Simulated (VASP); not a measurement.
# SnCl3 (Pm-3m) in VASP: notebook, part 2 of 2

VASP 6.6.1. Earlier steps stand in the parts before.

## (3) Single point, PBE (33.45 Å³/atom)

This run uses another cell than the first one, of 33.45 Å³/atom.

INCAR reads:

```
SYSTEM = SnCl3
PREC = Accurate
ENCUT = 520
EDIFF = 1E-7
ISMEAR = 0
SIGMA = 0.1
LREAL = .FALSE.
LASPH = .TRUE.
NELM = 60
ALGO = Normal
ISIF = 2
LWAVE = .FALSE.
LCHARG = .FALSE.
GGA = PE
NBANDS = 26
```

KPOINTS reads:

```
Automatic mesh
0
G
  10 10 10
  0 0 0
```

POSCAR reads:

```
SnCl3
1.0
    5.1147553228      0.0000000000      0.0000000000
    0.0000000000      5.1147553228      0.0000000000
    0.0000000000      0.0000000000      5.1147553228
Sn Cl
1 3
Direct
    0.5000000000      0.5000000000      0.5000000000
    0.0000000000      0.5000000000      0.5000000000
    0.5000000000      0.0000000000      0.5000000000
    0.5000000000      0.5000000000      0.0000000000
```

Potentials or basis: VASP PAW PBE potentials, release 64 (Sn_d, Cl).

Command:

```console
$ cat potpaw_PBE.64/Sn_d/POTCAR potpaw_PBE.64/Cl/POTCAR > POTCAR
$ mpirun -np 1 vasp_std > vasp.out
```

OUTCAR:

```text
SYSTEM = SnCl3
   PREC = Accurate
   ENCUT = 520
   EDIFF = 1E-7
   ISMEAR = 0
   LREAL = .FALSE.
   LASPH = .TRUE.
   NELM = 60
   ISIF = 2
   GGA = PE

 ion  position               nearest neighbor table
   1  0.500  0.500  0.500-   2 2.56   3 2.56   4 2.56   4 2.56   3 2.56   2 2.56
   2  0.000  0.500  0.500-   1 2.56   1 2.56
   3  0.500  0.000  0.500-   1 2.56   1 2.56
   4  0.500  0.500  0.000-   1 2.56   1 2.56

  LATTYP: Found a simple cubic cell.
 ALAT       =     5.1147553228

  Lattice vectors:

 A1 = (   5.1147553228,   0.0000000000,   0.0000000000)
 A2 = (   0.0000000000,   5.1147553228,   0.0000000000)
 A3 = (   0.0000000000,   0.0000000000,   5.1147553228)

Analysis of symmetry for initial positions (statically):
=====================================================================
 Subroutine PRICEL returns:
 Original cell was already a primitive cell.

 Routine SETGRP: Setting up the symmetry group for a
 simple cubic supercell.

 Subroutine GETGRP returns: Found 48 space group operations
 (whereof 48 operations were pure point group operations)
 out of a pool of 48 trial point group operations.
[... 167 lines left out ...]

 E-fermi :   0.6159     XC(G=0):  -7.2836

 val. band max:        0.5977888951   @ k =   0.5000   0.1000   0.1000
 cond. band min:       0.6619983606   @ k =   0.3000   0.3000   0.3000
 fundamental gap:      0.0642094655
 Fermi energy:         0.6158643331

 k-point     1 :       0.0000    0.0000    0.0000
  band No.  band energies     occupation
      1     -21.1418      2.00000
      2     -21.1418      2.00000
      3     -21.0117      2.00000
      4     -21.0117      2.00000
      5     -21.0117      2.00000
      6     -14.9483      2.00000
[... 685 lines left out ...]
     25       9.2840      0.00000
     26       9.3099      0.00000

 [... further k-points ...]

------------------------ aborting loop because EDIFF is reached ----------------------------------------

  FORCE on cell =-STRESS in cart. coord.  units (eV):
  Direction    XX          YY          ZZ          XY          YZ          ZX
  --------------------------------------------------------------------------------------
  -------------------------------------------------------------------------------------
  Total        1.8934566      1.8934566      1.8934566     -0.0000000      0.0000000     -0.0000000
  in kB       22.6720791     22.6720791     22.6720791     -0.0000000      0.0000000     -0.0000000
  external PRESSURE =      22.6720791 kB  Pullay stress =       0.0000000 kB

 VOLUME and BASIS-vectors are now :
 -----------------------------------------------------------------------------
  energy-cutoff  :      520.00
  volume of cell :      133.81
      direct lattice vectors                 reciprocal lattice vectors
     5.114755323  0.000000000  0.000000000     0.195512774  0.000000000  0.000000000
     0.000000000  5.114755323  0.000000000     0.000000000  0.195512774  0.000000000
     0.000000000  0.000000000  5.114755323     0.000000000  0.000000000  0.195512774

 POSITION                                       TOTAL-FORCE (eV/Angst)
 -----------------------------------------------------------------------------------
      2.55738      2.55738      2.55738         0.000000      0.000000      0.000000
      0.00000      2.55738      2.55738         0.000000      0.000000      0.000000
      2.55738      0.00000      2.55738         0.000000      0.000000      0.000000
      2.55738      2.55738      0.00000         0.000000      0.000000      0.000000
 -----------------------------------------------------------------------------------
    total drift:                               -0.000000      0.000000     -0.000000

  FREE ENERGIE OF THE ION-ELECTRON SYSTEM (eV)
  ---------------------------------------------------
  free  energy   TOTEN  =       -12.6491804913 eV

  energy  without entropy=      -12.6462360730  energy(sigma->0) =      -12.64770828
```

stdout:

```text
POSCAR found type information on POSCAR SnCl
 POSCAR found :  2 types and       4 ions
 scaLAPACK will be used
 LDA part: xc-table for (Slater+PW92), standard interpolation
 POSCAR, INCAR and KPOINTS ok, starting setup
 FFT: planning ... GRIDC
 FFT: planning ... GRID_SOFT
 FFT: planning ... GRID
 WAVECAR not read
 entering main loop
```

It took 5.5 min on 1 thread of Intel Xeon 8259CL, shared host; peak memory 0.34 GiB.

What came out:

```
Free energy            : -12.6492 eV
Pressure               : 2.3 GPa
Band gap on the k mesh : zero (an odd number of electrons rules out a gap without spin polarisation)
```

Levels at points of the mesh, in eV from the Fermi level:
| k point | band 14 | band 15 | band 16 | band 17 | band 18 | band 19 | band 20 | band 21 |
| --- | --- | --- | --- | --- | --- | --- | --- | --- |
| (0.00, 0.00, 0.00) | -2.10 | -2.10 | -2.10 | -2.10 | -2.10 | 5.14 | 7.25 | 7.25 |
| (0.50, 0.00, 0.00) | -2.38 | -2.21 | -2.09 | -2.09 | -0.15 | 3.97 | 6.93 | 7.05 |
| (0.50, 0.50, 0.00) | -2.58 | -2.36 | -2.36 | -1.46 | 1.56 | 3.28 | 3.28 | 6.40 |
| (0.50, 0.50, 0.50) | -2.87 | -1.46 | -1.46 | -1.46 | 2.56 | 2.56 | 2.56 | 3.24 |

Caveat: spin-orbit coupling is left out, which moves the levels of the heavy elements; an odd number of electrons without spin polarisation forces a metal; a magnetic or distorted state may lie lower.

## (4) Single point, PBE (34.52 Å³/atom)

This run uses another cell than the first one, of 34.52 Å³/atom.

INCAR reads:

```
PREC = Accurate
ENCUT = 520
EDIFF = 1E-7
ISMEAR = 0
SIGMA = 0.1
LREAL = False
LASPH = True
NELM = 80
ALGO = Normal
ISIF = 2
LWAVE = False
LCHARG = False
GGA = PE
NBANDS = 26
```

KPOINTS reads:

```
regular mesh
0
Gamma
  10 10 10
```

POSCAR reads:

```
SnCl3
1.0
    5.1685988093      0.0000000000      0.0000000000
    0.0000000000      5.1685988093      0.0000000000
    0.0000000000      0.0000000000      5.1685988093
Sn Cl
1 3
Direct
    0.5000000000      0.5000000000      0.5000000000
    0.0000000000      0.5000000000      0.5000000000
    0.5000000000      0.0000000000      0.5000000000
    0.5000000000      0.5000000000      0.0000000000
```

Command:

```console
$ cat potpaw_PBE.64/Sn_d/POTCAR potpaw_PBE.64/Cl/POTCAR > POTCAR
$ mpirun -np 1 vasp_std > vasp.out
```

It took 5 min on 1 thread of Intel Xeon 8259CL, shared host; peak memory 0.34 GiB.

It converged, with:

| Quantity | Value |
| --- | --- |
| Free energy | -12.6935 eV |
| Pressure | 1.0 GPa |
| Band gap on the k mesh | zero (an odd number of electrons rules out a gap without spin polarisation) |

Levels at points of the mesh, in eV from the Fermi level:
```csv
k point,band 15,band 16,band 17,band 18,band 19,band 20
"(0.00, 0.00, 0.00)",-1.91,-1.90,-1.90,-1.90,5.33,7.43
"(0.50, 0.00, 0.00)",-2.00,-1.90,-1.90,-0.15,3.97,7.06
"(0.50, 0.50, 0.00)",-2.15,-2.15,-1.30,1.48,3.31,3.31
"(0.50, 0.50, 0.50)",-1.29,-1.29,-1.29,2.63,2.63,2.63
```

Caveat: spin-orbit coupling is left out, which moves the levels of the heavy elements; an odd number of electrons without spin polarisation forces a metal; a magnetic or distorted state may lie lower.

## (5) Single point, PBE

This run uses another cell than the first one, of 35.59 Å³/atom.

INCAR reads:

```
SYSTEM = SnCl3
ALGO = Normal ; EDIFF = 1E-7
ENCUT = 520 ; GGA = PE
ISIF = 2 ; ISMEAR = 0
LASPH = .TRUE. ; LCHARG = .FALSE.
LREAL = .FALSE. ; LWAVE = .FALSE.
NBANDS = 26 ; NELM = 80
PREC = Accurate ; SIGMA = 0.1
```

KPOINTS reads:

```
k-points
0
G
  10 10 10
  0 0 0
```

POSCAR reads:

```
SnCl3
1.0
    5.2213432564      0.0000000000      0.0000000000
    0.0000000000      5.2213432564      0.0000000000
    0.0000000000      0.0000000000      5.2213432564
Sn Cl
1 3
Direct
    0.5000000000      0.5000000000      0.5000000000
    0.0000000000      0.5000000000      0.5000000000
    0.5000000000      0.0000000000      0.5000000000
    0.5000000000      0.5000000000      0.0000000000
```

Command:

```console
$ cat potpaw_PBE.64/Sn_d/POTCAR potpaw_PBE.64/Cl/POTCAR > POTCAR
$ mpirun -np 1 vasp_std > vasp.out
```

It took 4.9 min on 1 thread of Intel Xeon 8259CL, shared host; peak memory 0.34 GiB.

It converged, with:

```
Free energy            : -12.7066 eV
Pressure               : -0.1 GPa
Band gap on the k mesh : zero (an odd number of electrons rules out a gap without spin polarisation)
```

Levels at points of the mesh, in eV from the Fermi level:
```tsv
k point	band 15	band 16	band 17	band 18	band 19	band 20
(0.00, 0.00, 0.00)	-1.73	-1.71	-1.71	-1.71	5.49	7.60
(0.50, 0.00, 0.00)	-1.81	-1.71	-1.71	-0.15	3.97	7.09
(0.50, 0.50, 0.00)	-1.95	-1.95	-1.15	1.40	3.34	3.34
(0.50, 0.50, 0.50)	-1.14	-1.14	-1.14	2.69	2.69	2.69
```

Caveat: spin-orbit coupling is left out, which moves the levels of the heavy elements; an odd number of electrons without spin polarisation forces a metal; a magnetic or distorted state may lie lower.

## (6) Summary

| cell | gap on the mesh (eV) | pressure (GPa) |
| --- | --- | --- |
| a = 5.060 Å, 4 atoms | none | 3.8 |
| a = 5.115 Å, 4 atoms | none | 2.3 |
| a = 5.169 Å, 4 atoms | none | 1.0 |
| a = 5.221 Å, 4 atoms | none | -0.1 |

Alike in all rows: task single point; level PBE; potentials or basis VASP PAW PBE potentials, release 64 (Sn_d, Cl); no spin polarisation; k mesh 10 × 10 × 10; cutoff (eV) 520; smearing gaussian 0.1 eV.

Caveats: spin-orbit coupling is left out, which moves the levels of the heavy elements; an odd number of electrons without spin polarisation forces a metal; a magnetic or distorted state may lie lower; the cell stands under pressure (at least some runs).

Absolute energies hang on the potentials; compare differences alone.

The gap in the log of VASP goes by the Fermi energy; the results here count the filled bands.